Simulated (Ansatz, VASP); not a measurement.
## Two plane-wave programs on GaP

```
CELL_PARAMETERS angstrom
0.00000 2.09660 2.09660
2.09660 0.00000 2.09660
2.09660 2.09660 0.00000
ATOMIC_POSITIONS crystal
Ga 0.00000 0.00000 0.00000
P 0.50000 0.50000 0.50000
```

Change from the starting cell: volume scaled by 0.55, PAW files.

Alike in both runs: task single point; functional r2SCAN; k mesh 14 × 14 × 14; occupations fermi-dirac, width 0.05 eV; no spin polarisation.

|  | VASP | Ansatz |
| --- | --- | --- |
| version | VASP 6.6.1 | Ansatz 0.2.0 |
| potentials or method | VASP PAW PBE potentials, release 64 (Ga_d, P) | PAW with Ansatz's default frozen-core files, scalar-relativistic |
| plane-wave cutoff (eV) | 520 | 500 |
| valence electrons in the cell | 18 | 18 |

|  | VASP | Ansatz | Ansatz less VASP |
| --- | --- | --- | --- |
| pressure (GPa) | 213.9 | 214.2 | +0.31 |

VASP's potentials were made for PBE, not for r2SCAN. Both programs put the cell under a high pressure, so it lies far from rest at this level. With one functional, cell and mesh, what is left measures potentials, basis and numerics.

Noted on VASP's run: the cell as given lies far from equilibrium.
